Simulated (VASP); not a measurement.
# Zr3S2 (R32) in VASP: notebook, part 2 of 2

VASP 6.6.1. Earlier steps stand in the parts before.

### Step 3. Single point, PBEsol

This run uses another cell than the first one, of 17.23 Å³/atom, 1.048 times its volume.

INCAR reads:

```
  PREC = Accurate
  ENCUT = 520
  EDIFF = 1E-7
  ISMEAR = -1
  SIGMA = 0.05
  LREAL = F
  LASPH = T
  NELM = 100
  ALGO = Normal
  ISIF = 2
  LWAVE = F
  LCHARG = F
  GGA = PS
  NBANDS = 32
```

KPOINTS reads:

```
regular mesh
0
Gamma
  6 6 6
```

POSCAR reads:

```
Zr3S2
1.0
    2.7315648325      1.5770696914      3.3332200265
   -2.7315648325      1.5770696914      3.3332200265
    0.0000000000     -3.1541393827      3.3332200265
Zr S
3 2
Direct
    0.8456239317      0.5000000000      0.1543760683
    0.5000000000      0.1543760683      0.8456239317
    0.1543760683      0.8456239317      0.5000000000
    0.6615089803      0.6615089803      0.6615089803
    0.3384910197      0.3384910197      0.3384910197
```

Potentials or basis: VASP PAW PBE potentials, release 64 (Zr_sv, S).

Started as:

```sh
> cat potpaw_PBE.64/Zr_sv/POTCAR potpaw_PBE.64/S/POTCAR > POTCAR
> mpirun -np 1 vasp_std > vasp.out
```

OUTCAR:

```text
PREC = Accurate
   ENCUT = 520
   EDIFF = 1E-7
   ISMEAR = -1
   LREAL = F
   LASPH = T
   NELM = 100
   ISIF = 2
   GGA = PS

 ion  position               nearest neighbor table
   1  0.846  0.500  0.154-   4 2.48   5 2.48   4 2.48   5 2.48   2 3.10   2 3.10   3 3.10   3 3.10
                             3 3.27   2 3.27   3 3.34   2 3.34
   2  0.500  0.154  0.846-   5 2.48   4 2.48   5 2.48   4 2.48   1 3.10   1 3.10   3 3.10   3 3.10
                             3 3.27   1 3.27   3 3.34   1 3.34
   3  0.154  0.846  0.500-   4 2.48   5 2.48   4 2.48   5 2.48   1 3.10   2 3.10   1 3.10   2 3.10
                             1 3.27   2 3.27   1 3.34   2 3.34
   4  0.662  0.662  0.662-   1 2.48   2 2.48   3 2.48   1 2.48   3 2.48   2 2.48
   5  0.338  0.338  0.338-   2 2.48   1 2.48   3 2.48   2 2.48   3 2.48   1 2.48

  LATTYP: Found a trigonal (rhomboedric) cell.
 ALAT       =     4.5890032677
 COS(alpha) =     0.2913752981

  Lattice vectors:

 A1 = (   2.7315648325,   1.5770696914,   3.3332200265)
 A2 = (  -2.7315648325,   1.5770696914,   3.3332200265)
 A3 = (   0.0000000000,  -3.1541393827,   3.3332200265)

Analysis of symmetry for initial positions (statically):
=====================================================================
 Subroutine PRICEL returns:
 Original cell was already a primitive cell.

 Routine SETGRP: Setting up the symmetry group for a
 trigonal (rhombohedral) supercell.

 Subroutine GETGRP returns: Found  6 space group operations
 (whereof  6 operations were pure point group operations)
 out of a pool of 12 trial point group operations.

The static configuration has the point symmetry D_3 .

Analysis of symmetry for dynamics (positions and initial velocities):
=====================================================================
 Subroutine PRICEL returns:
 Original cell was already a primitive cell.

 Routine SETGRP: Setting up the symmetry group for a
 trigonal (rhombohedral) supercell.

 Subroutine GETGRP returns: Found  6 space group operations
[... 124 lines left out ...]
   ISMEAR =    -1;   SIGMA  =   0.05  broadening in eV -4-tet -1-fermi 0-gaus
   EFERMI_NEDOS =   21; number of points for ismear=-14 and -15
   IALGO  =     38    algorithm
   IMIX   =      4    mixing-type and parameters
     AMIX     =   0.40;   BMIX     =  1.00
     AMIX_MAG =   1.60;   BMIX_MAG =  1.00
  volume/ion in A,a.u.               =      17.23       116.28
  Fermi-wavevector in a.u.,A,eV,Ry     =   1.347088  2.545628 24.689766  1.814647
  Thomas-Fermi vector in A             =   2.474867
   LORBIT       =      0    0 simple, 1 ext, 2 COOP (PROOUT), +10 PAW based schemes
   GGA     = PS    functional components
   LHFCALC =     F    Hartree Fock is set to
   AEXX    =    0.0000 exact exchange contribution
   IVDW    =     0    specifies the selected vdW correction
   LEPSILON=     F    determine dielectric tensor
   LRPA    =     F    only Hartree local field effects (RPA)
 non-spin polarized calculation
  energy-cutoff  :      520.00
  volume of cell :       86.15
 maximum number of plane-waves:      2347
 NGX is ok and might be reduce to    36
   NGX = 17   NGY = 17   NGZ = 17

 number of electron      48.0000002 magnetization

 Free energy of the ion-electron system (eV)
  ---------------------------------------------------
  ext. energy  EPLUGINS =         0.00000000
  ---------------------------------------------------
  free energy    TOTEN  =       -41.28370732 eV

  energy without entropy =      -41.26694941  energy(sigma->0) =      -41.27532837

 E-fermi :  10.7752     XC(G=0): -11.8326

 val. band max:       10.7747931032   @ k =   0.3333   0.0000   0.0000
 cond. band min:      10.7950562028   @ k =   0.1667  -0.0000  -0.0000
 fundamental gap:      0.0202630995
 Fermi energy:        10.7752104704

 k-point     1 :       0.0000    0.0000    0.0000
  band No.  band energies     occupation
      1     -37.8189      2.00000
      2     -37.6447      2.00000
      3     -37.6447      2.00000
      4     -16.2783      2.00000
      5     -16.1446      2.00000
      6     -16.1446      2.00000
[... 829 lines left out ...]
     31      14.4010      0.00000
     32      14.9682      0.00000

 [... further k-points ...]
[... 5 lines left out ...]
  --------------------------------------------------------------------------------------
  -------------------------------------------------------------------------------------
  Total       10.8443185     10.8443185     10.9299853      0.0000000      0.0000000      0.0000000
  in kB      201.6671748    201.6671748    203.2602841      0.0000000      0.0000000      0.0000000
  external PRESSURE =     202.1982112 kB  Pullay stress =       0.0000000 kB

 VOLUME and BASIS-vectors are now :
 -----------------------------------------------------------------------------
  energy-cutoff  :      520.00
  volume of cell :       86.15
      direct lattice vectors                 reciprocal lattice vectors
     2.731564833  1.577069691  3.333220026     0.183045262  0.105681231  0.100003399
    -2.731564833  1.577069691  3.333220026    -0.183045262  0.105681231  0.100003399
     0.000000000 -3.154139383  3.333220026     0.000000000 -0.211362462  0.100003399

 POSITION                                       TOTAL-FORCE (eV/Angst)
 -----------------------------------------------------------------------------------
      0.94409      1.63522      4.99983         0.005107      0.008846      0.000000
      0.94409     -1.63522      4.99983         0.005107     -0.008846      0.000000
     -1.88819      0.00000      4.99983        -0.010215     -0.000000      0.000000
      0.00000      0.00000      6.61486        -0.000000     -0.000000     -0.003949
      0.00000      0.00000      3.38480        -0.000000      0.000000      0.003949
 -----------------------------------------------------------------------------------
    total drift:                               -0.000000     -0.000000      0.000000

  FREE ENERGIE OF THE ION-ELECTRON SYSTEM (eV)
  ---------------------------------------------------
  free  energy   TOTEN  =       -41.2837073198 eV

  energy  without entropy=      -41.2669494104  energy(sigma->0) =      -41.27532837
```

stdout:

```text
POSCAR found type information on POSCAR ZrS
 POSCAR found :  2 types and       5 ions
 scaLAPACK will be used
 -----------------------------------------------------------------------------
|                                                                             |
|                                                                             |
|     You enforced a specific xc type in the INCAR file but a different       |
|     I HOPE YOU KNOW WHAT YOU ARE DOING!                                     |
|                                                                             |
 -----------------------------------------------------------------------------

 LDA part: xc-table for (Slater+PW92), standard interpolation
 POSCAR, INCAR and KPOINTS ok, starting setup
 FFT: planning ... GRIDC
 FFT: planning ... GRID_SOFT
 FFT: planning ... GRID
 WAVECAR not read
 entering main loop
```

Wall time 2.7 min (1 thread of AMD EPYC 7R13, shared host); peak memory 0.21 GiB.

Results:

```
Free energy            : -41.2837 eV
Pressure               : 20.2 GPa
Largest force          : 0.010 eV/Å
Band gap on the k mesh : zero (band 24 reaches 10.92 eV, above the bottom of band 25 at 10.51 eV)
```

Forces on the atoms (eV/Å):
```
Zr   0.005  0.009  0.000
Zr   0.005 -0.009  0.000
Zr  -0.010  0.000  0.000
S    0.000  0.000 -0.004
S    0.000  0.000  0.004
```

Caveat: the PAW data sets were made with another functional, which shifts forces and pressure a little.

### Step 4. Single point, PBEsol

This run uses another cell than the first one, of 18.21 Å³/atom, 1.107 times its volume.

INCAR reads:

```
SYSTEM = Zr3S2
PREC = Accurate ; ENCUT = 520
EDIFF = 1E-6 ; ISMEAR = -1
SIGMA = 0.05 ; LREAL = .False.
LASPH = .True. ; NELM = 100
ALGO = Normal ; ISIF = 2
LWAVE = .False. ; LCHARG = .False.
GGA = PS ; NBANDS = 32
```

KPOINTS reads:

```
regular mesh
0
Gamma
  6 6 6
  0 0 0
```

POSCAR reads:

```
Zr3S2
1.0
    2.7888432109      1.6101393786      3.3792629294
   -2.7888432109      1.6101393786      3.3792629294
    0.0000000000     -3.2202787571      3.3792629294
Zr S
3 2
Direct
    0.8423928805      0.5000000000      0.1576071195
    0.5000000000      0.1576071195      0.8423928805
    0.1576071195      0.8423928805      0.5000000000
    0.6630841747      0.6630841747      0.6630841747
    0.3369158253      0.3369158253      0.3369158253
```

Started as:

```sh
> cat potpaw_PBE.64/Zr_sv/POTCAR potpaw_PBE.64/S/POTCAR > POTCAR
> mpirun -np 1 vasp_std > vasp.out
```

Wall time 2.4 min (1 thread of AMD EPYC 7R13, shared host); peak memory 0.21 GiB.

It converged, with:

| Quantity | Value |
| --- | --- |
| Free energy | -41.7437 eV |
| Pressure | 10.2 GPa |
| Largest force | 0.007 eV/Å |
| Band gap on the k mesh | zero (band 24 reaches 10.20 eV, above the bottom of band 25 at 9.91 eV) |

Forces in eV/Å, atoms in the order of the input:
```
Zr   0.004  0.006  0.000
Zr   0.004 -0.006  0.000
Zr  -0.007  0.000  0.000
S    0.000  0.000 -0.002
S    0.000  0.000  0.002
```

Stress tensor (GPa, compression positive):
```
10.14  0.00  0.00
 0.00 10.14  0.00
 0.00  0.00 10.29
```

Levels at points of the mesh, in eV from the Fermi level:
```
           k point  band 20  band 21  band 22  band 23  band 24  band 25  band 26  band 27  band 28  band 29
(0.00, 0.00, 0.00)    -4.15    -2.81    -2.18     0.13     0.13     0.74     0.74     2.22     3.12     3.12
(0.50, 0.00, 0.00)    -3.77    -1.35    -1.27    -1.04    -0.77    -0.04     0.99     1.93     2.05     2.78
(0.50, 0.50, 0.00)    -3.79    -2.21    -1.42    -0.89    -0.34    -0.16     1.01     2.09     2.21     2.44
(0.50, 0.50, 0.50)    -4.54    -0.84    -0.48    -0.24    -0.24     0.30     0.30     1.21     1.21     2.53
```

Caveat: the PAW data sets were made with another functional, which shifts forces and pressure a little.

### Step 5. Single point, PBEsol

This run uses another cell than the first one, of 18.81 Å³/atom, 1.144 times its volume.

INCAR reads:

```
ALGO     = Normal         # electronic algorithm
EDIFF    = 1E-6           # SCF threshold, eV
ENCUT    = 520            # plane-wave cutoff, eV
GGA      = PS             # functional
ISIF     = 2              # what is computed and relaxed
ISMEAR   = -1             # smearing method
LASPH    = T              # aspherical terms in the spheres
LCHARG   = T              # write CHGCAR
LELF     = T              # ELF
LREAL    = F              # projectors in reciprocal space
LVHAR    = T            
LWAVE    = F              # write WAVECAR
NBANDS   = 32             # bands
NELM     = 100            # most SCF steps
PREC     = Accurate       # precision mode
SIGMA    = 0.05           # smearing width, eV
```

KPOINTS reads:

```
k-points
0
Gamma
  6 6 6
```

POSCAR reads:

```
Zr3S2
1.0
    2.8229893981      1.6298536889      3.4064698732
   -2.8229893981      1.6298536889      3.4064698732
    0.0000000000     -3.2597073778      3.4064698732
Zr S
3 2
Direct
    0.8405020797      0.5000000000      0.1594979203
    0.5000000000      0.1594979203      0.8405020797
    0.1594979203      0.8405020797      0.5000000000
    0.6639821747      0.6639821747      0.6639821747
    0.3360178253      0.3360178253      0.3360178253
```

Potentials or basis: VASP PAW PBE potentials, release 64 (Zr_sv, S).

Started as:

```sh
> cat potpaw_PBE.64/Zr_sv/POTCAR potpaw_PBE.64/S/POTCAR > POTCAR
> mpirun -np 1 vasp_std > vasp.out
```

OUTCAR:

```text
EDIFF = 1E-6
   ENCUT = 520
   GGA = PS
   ISIF = 2
   ISMEAR = -1
   LASPH = T
   LREAL = F
   NELM = 100
   PREC = Accurate

 ion  position               nearest neighbor table
   1  0.841  0.500  0.159-   4 2.54   5 2.54   4 2.55   5 2.55   3 3.23   3 3.23   2 3.23   2 3.23
                             2 3.33   3 3.33   2 3.41   3 3.41
   2  0.500  0.159  0.841-   5 2.54   4 2.54   4 2.55   5 2.55   3 3.23   3 3.23   1 3.23   1 3.23
                             1 3.33   3 3.33   1 3.41   3 3.41
   3  0.159  0.841  0.500-   4 2.54   5 2.54   4 2.55   5 2.55   2 3.23   1 3.23   1 3.23   2 3.23
                             1 3.33   2 3.33   1 3.41   2 3.41
   4  0.664  0.664  0.664-   3 2.54   1 2.54   2 2.54   1 2.55   2 2.55   3 2.55
   5  0.336  0.336  0.336-   3 2.54   2 2.54   1 2.54   2 2.55   1 2.55   3 2.55

  LATTYP: Found a trigonal (rhomboedric) cell.
 ALAT       =     4.7148413744
 COS(alpha) =     0.2830079867

  Lattice vectors:

 A1 = (   2.8229893981,   1.6298536889,   3.4064698732)
 A2 = (  -2.8229893981,   1.6298536889,   3.4064698732)
 A3 = (   0.0000000000,  -3.2597073778,   3.4064698732)

Analysis of symmetry for initial positions (statically):
=====================================================================
 Subroutine PRICEL returns:
 Original cell was already a primitive cell.

 Routine SETGRP: Setting up the symmetry group for a
 trigonal (rhombohedral) supercell.

 Subroutine GETGRP returns: Found  6 space group operations
 (whereof  6 operations were pure point group operations)
 out of a pool of 12 trial point group operations.

The static configuration has the point symmetry D_3 .

Analysis of symmetry for dynamics (positions and initial velocities):
=====================================================================
 Subroutine PRICEL returns:
 Original cell was already a primitive cell.

 Routine SETGRP: Setting up the symmetry group for a
 trigonal (rhombohedral) supercell.

[... 123 lines left out ...]
   EMIN   =  10.00;   EMAX   =-10.00  energy-range for DOS
   EFERMI =   0.00;   METHOD = LEGACY
   ISMEAR =    -1;   SIGMA  =   0.05  broadening in eV -4-tet -1-fermi 0-gaus
   EFERMI_NEDOS =   21; number of points for ismear=-14 and -15
   IALGO  =     38    algorithm
   IMIX   =      4    mixing-type and parameters
     AMIX     =   0.40;   BMIX     =  1.00
     AMIX_MAG =   1.60;   BMIX_MAG =  1.00
  volume/ion in A,a.u.               =      18.81       126.92
  Fermi-wavevector in a.u.,A,eV,Ry     =   1.308330  2.472386 23.289471  1.711728
  Thomas-Fermi vector in A             =   2.439004
   LORBIT       =      0    0 simple, 1 ext, 2 COOP (PROOUT), +10 PAW based schemes
   GGA     = PS    functional components
   LHFCALC =     F    Hartree Fock is set to
   AEXX    =    0.0000 exact exchange contribution
   IVDW    =     0    specifies the selected vdW correction
   LEPSILON=     F    determine dielectric tensor
   LRPA    =     F    only Hartree local field effects (RPA)
 non-spin polarized calculation
  energy-cutoff  :      520.00
  volume of cell :       94.04
 maximum number of plane-waves:      2557
   NGX = 17   NGY = 17   NGZ = 17

 number of electron      48.0000000 magnetization

 Free energy of the ion-electron system (eV)
  ---------------------------------------------------
  ext. energy  EPLUGINS =         0.00000000
  ---------------------------------------------------
  free energy    TOTEN  =       -41.88729083 eV

  energy without entropy =      -41.86898705  energy(sigma->0) =      -41.87813894

 E-fermi :   9.6691     XC(G=0): -11.4114

 val. band max:        9.6572200307   @ k =   0.3333   0.3333   0.3333
 cond. band min:       9.6717313998   @ k =   0.1667   0.0000   0.0000
 fundamental gap:      0.0145113691
 Fermi energy:         9.6691430735

 k-point     1 :       0.0000    0.0000    0.0000
  band No.  band energies     occupation
      1     -39.1206      2.00000
      2     -39.0061      2.00000
      3     -39.0061      2.00000
      4     -17.4119      2.00000
      5     -17.3722      2.00000
      6     -17.3722      2.00000
[... 829 lines left out ...]
     31      12.9735      0.00000
     32      13.4495      0.00000

 [... further k-points ...]
[... 5 lines left out ...]
  --------------------------------------------------------------------------------------
  -------------------------------------------------------------------------------------
  Total        3.0128278      3.0128278      3.0956320      0.0000000      0.0000000      0.0000000
  in kB       51.3299949     51.3299949     52.7407429      0.0000000      0.0000000      0.0000000
  external PRESSURE =      51.8002443 kB  Pullay stress =       0.0000000 kB

 VOLUME and BASIS-vectors are now :
 -----------------------------------------------------------------------------
  energy-cutoff  :      520.00
  volume of cell :       94.04
      direct lattice vectors                 reciprocal lattice vectors
     2.822989398  1.629853689  3.406469873     0.177117208  0.102258668  0.097853011
    -2.822989398  1.629853689  3.406469873    -0.177117208  0.102258668  0.097853011
     0.000000000 -3.259707378  3.406469873     0.000000000 -0.204517335  0.097853011

 POSITION                                       TOTAL-FORCE (eV/Angst)
 -----------------------------------------------------------------------------------
      0.96123      1.66491      5.10970         0.005777      0.010006      0.000000
      0.96123     -1.66491      5.10970         0.005777     -0.010006      0.000000
     -1.92247      0.00000      5.10970        -0.011554     -0.000000      0.000000
      0.00000      0.00000      6.78551         0.000000      0.000000     -0.002828
      0.00000      0.00000      3.43390         0.000000      0.000000      0.002828
 -----------------------------------------------------------------------------------
    total drift:                                0.000000     -0.000000      0.000000

  FREE ENERGIE OF THE ION-ELECTRON SYSTEM (eV)
  ---------------------------------------------------
  free  energy   TOTEN  =       -41.8872908299 eV

  energy  without entropy=      -41.8689870450  energy(sigma->0) =      -41.87813894
```

stdout:

```text
POSCAR found type information on POSCAR ZrS
 POSCAR found :  2 types and       5 ions
 scaLAPACK will be used
 -----------------------------------------------------------------------------
|                                                                             |
|                                                                             |
|     You enforced a specific xc type in the INCAR file but a different       |
|     I HOPE YOU KNOW WHAT YOU ARE DOING!                                     |
|                                                                             |
 -----------------------------------------------------------------------------

 LDA part: xc-table for (Slater+PW92), standard interpolation
 POSCAR, INCAR and KPOINTS ok, starting setup
 FFT: planning ... GRIDC
 FFT: planning ... GRID_SOFT
 FFT: planning ... GRID
 WAVECAR not read
 entering main loop
```

Wall time 2.5 min (1 thread of AMD EPYC 7R13, shared host); peak memory 0.21 GiB.

Results:

| Property | Result |
| --- | --- |
| Free energy | -41.8873 eV |
| Pressure | 5.2 GPa |
| Largest force | 0.012 eV/Å |
| Band gap on the k mesh | zero (band 24 reaches 9.79 eV, above the bottom of band 25 at 9.57 eV) |

Forces in eV/Å, atoms in the order of the input:
```
Zr   0.006  0.010  0.000
Zr   0.006 -0.010  0.000
Zr  -0.012  0.000  0.000
S    0.000  0.000 -0.003
S    0.000  0.000  0.003
```

Caveat: the PAW data sets were made with another functional, which shifts forces and pressure a little.

### Step 6. Overview

```tsv
cell	gap on the mesh (eV)	pressure (GPa)	largest force (eV/Å)
a = 4.524 Å, angles 72.8°, 5 atoms	none	30.2	0.01
a = 4.589 Å, angles 73.1°, 5 atoms	none	20.2	0.01
a = 4.668 Å, angles 73.4°, 5 atoms	none	10.2	0.01
a = 4.715 Å, angles 73.6°, 5 atoms	none	5.2	0.01
```

Alike in all rows: task single point; level PBEsol; potentials or basis VASP PAW PBE potentials, release 64 (Zr_sv, S); no spin polarisation; k mesh 6 × 6 × 6; cutoff (eV) 520; smearing fermi-dirac 0.05 eV.

Caveats: the PAW data sets were made with another functional, which shifts forces and pressure a little.

Total energies depend on the potentials used, so only differences within one code and one set of settings carry meaning.
